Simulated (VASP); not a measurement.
# Re (Im-3m) in VASP: notebook, part 2 of 2

VASP 6.6.1. The steps go on from the part before.

## (4) Single point, PBEsol (15.86 Å³/atom)

This run uses another cell than the first one, of 15.86 Å³/atom.

Input file INCAR:

```
  ALGO = Normal
  EDIFF = 1E-7
  ENCUT = 520
  GGA = PS
  ISIF = 2
  ISMEAR = -1
  LASPH = T
  LCHARG = F
  LREAL = F
  LWAVE = F
  NBANDS = 10
  NELM = 100
  PREC = Accurate
  SIGMA = 0.1
```

Input file KPOINTS:

```
k-points
0
Gamma
  16 16 16
```

Input file POSCAR:

```
Re
1.0
   -1.5826891148      1.5826891148      1.5826891148
    1.5826891148     -1.5826891148      1.5826891148
    1.5826891148      1.5826891148     -1.5826891148
Re
1
Direct
    0.0000000000      0.0000000000      0.0000000000
```

Potentials or basis: VASP PAW PBE potentials, release 64 (Re).

Run with:

```bash
> cat potpaw_PBE.64/Re/POTCAR > POTCAR
> mpirun -np 1 vasp_std > vasp.out
```

OUTCAR:

```text
EDIFF = 1E-7
   ENCUT = 520
   GGA = PS
   ISIF = 2
   ISMEAR = -1
   LASPH = T
   LREAL = F
   NELM = 100
   PREC = Accurate

 ion  position               nearest neighbor table
   1  0.000  0.000  0.000-

  LATTYP: Found a body centered cubic cell.
 ALAT       =     3.1653782296

  Lattice vectors:

 A1 = (  -1.5826891148,   1.5826891148,   1.5826891148)
 A2 = (   1.5826891148,  -1.5826891148,   1.5826891148)
 A3 = (   1.5826891148,   1.5826891148,  -1.5826891148)

Analysis of symmetry for initial positions (statically):
=====================================================================
 Subroutine PRICEL returns:
 Original cell was already a primitive cell.

 Routine SETGRP: Setting up the symmetry group for a
 body centered cubic supercell.

 Subroutine GETGRP returns: Found 48 space group operations
 (whereof 48 operations were pure point group operations)
 out of a pool of 48 trial point group operations.

The static configuration has the point symmetry O_h .

Analysis of symmetry for dynamics (positions and initial velocities):
[... 162 lines left out ...]

 k-point     1 :       0.0000    0.0000    0.0000
  band No.  band energies     occupation
      1      -2.5470      2.00000
      2       5.2184      2.00000
      3       5.2184      2.00000
      4       5.2184      2.00000
      5       8.3670      0.00157
      6       8.3670      0.00157
      7      23.1290      0.00000
      8      23.1290      0.00000
      9      23.1290      0.00000
     10      34.2593      0.00000
[... 287 lines left out ...]
 k-point    24 :       0.2500    0.1875    0.0000
  band No.  band energies     occupation
      1       1.5836      2.00000
      2       3.6299      2.00000
      3       4.3864      2.00000
      4       7.7871      0.41106
      5       9.0428      0.00000
      6      11.2422      0.00000
      7      19.0423      0.00000
      8      22.0401      0.00000
      9      24.1216      0.00000
     10      28.0361      0.00000

 [... further k-points ...]

------------------------ aborting loop because EDIFF is reached ----------------------------------------

  FORCE on cell =-STRESS in cart. coord.  units (eV):
  Direction    XX          YY          ZZ          XY          YZ          ZX
  --------------------------------------------------------------------------------------
  -------------------------------------------------------------------------------------
  Total       -2.4578322     -2.4578322     -2.4578322      0.0000000      0.0000000     -0.0000000
  in kB     -248.3224473   -248.3224473   -248.3224473      0.0000000      0.0000000     -0.0000000
  external PRESSURE =    -248.3224473 kB  Pullay stress =       0.0000000 kB

 VOLUME and BASIS-vectors are now :
 -----------------------------------------------------------------------------
  energy-cutoff  :      520.00
  volume of cell :       15.86
      direct lattice vectors                 reciprocal lattice vectors
    -1.582689115  1.582689115  1.582689115     0.000000000  0.315918013  0.315918013
     1.582689115 -1.582689115  1.582689115     0.315918013  0.000000000  0.315918013
     1.582689115  1.582689115 -1.582689115     0.315918013  0.315918013  0.000000000

 POSITION                                       TOTAL-FORCE (eV/Angst)
 -----------------------------------------------------------------------------------
      0.00000      0.00000      0.00000         0.000000      0.000000     -0.000000
 -----------------------------------------------------------------------------------
    total drift:                                0.000000      0.000000      0.000000

  FREE ENERGIE OF THE ION-ELECTRON SYSTEM (eV)
  ---------------------------------------------------
  free  energy   TOTEN  =       -12.9610738952 eV

  energy  without entropy=      -12.9234007179  energy(sigma->0) =      -12.94223731
```

stdout:

```text
POSCAR found type information on POSCAR Re
 POSCAR found :  1 types and       1 ions
 scaLAPACK will be used
 -----------------------------------------------------------------------------
|                                                                             |
|                                                                             |
|     You enforced a specific xc type in the INCAR file but a different       |
|     I HOPE YOU KNOW WHAT YOU ARE DOING!                                     |
|                                                                             |
 -----------------------------------------------------------------------------

 LDA part: xc-table for (Slater+PW92), standard interpolation
 POSCAR, INCAR and KPOINTS ok, starting setup
 FFT: planning ... GRIDC
 FFT: planning ... GRID_SOFT
 FFT: planning ... GRID
 WAVECAR not read
 entering main loop
```

Run time: 21 s. Hardware: 1 thread of Intel Xeon 8259CL, shared host; peak memory 0.14 GiB.

Results:

| Quantity | Value |
| --- | --- |
| Free energy | -12.9611 eV |
| Pressure | -24.8 GPa |
| Band gap on the k mesh | zero (an odd number of electrons rules out a gap without spin polarisation) |

Caveat: the cell stands under tension; the PAW data sets were made with another functional, which shifts forces and pressure a little; spin-orbit coupling is left out, which moves the levels of the heavy elements.

## (5) Overview

```tsv
cell	gap on the mesh (eV)	pressure (GPa)
a = 2.672 Å, angles 109.5°, 1 atom	none	0.3
a = 2.707 Å, angles 109.5°, 1 atom	none	-13.7
a = 2.741 Å, angles 109.5°, 1 atom	none	-24.8
```

Alike in all rows: task single point; level PBEsol; potentials or basis VASP PAW PBE potentials, release 64 (Re); no spin polarisation; k mesh 16 × 16 × 16; cutoff (eV) 520; smearing fermi-dirac 0.1 eV.

Caveats: the PAW data sets were made with another functional, which shifts forces and pressure a little; spin-orbit coupling is left out, which moves the levels of the heavy elements; the cell stands under tension (at least some runs).

Absolute energies hang on the potentials; compare differences alone.
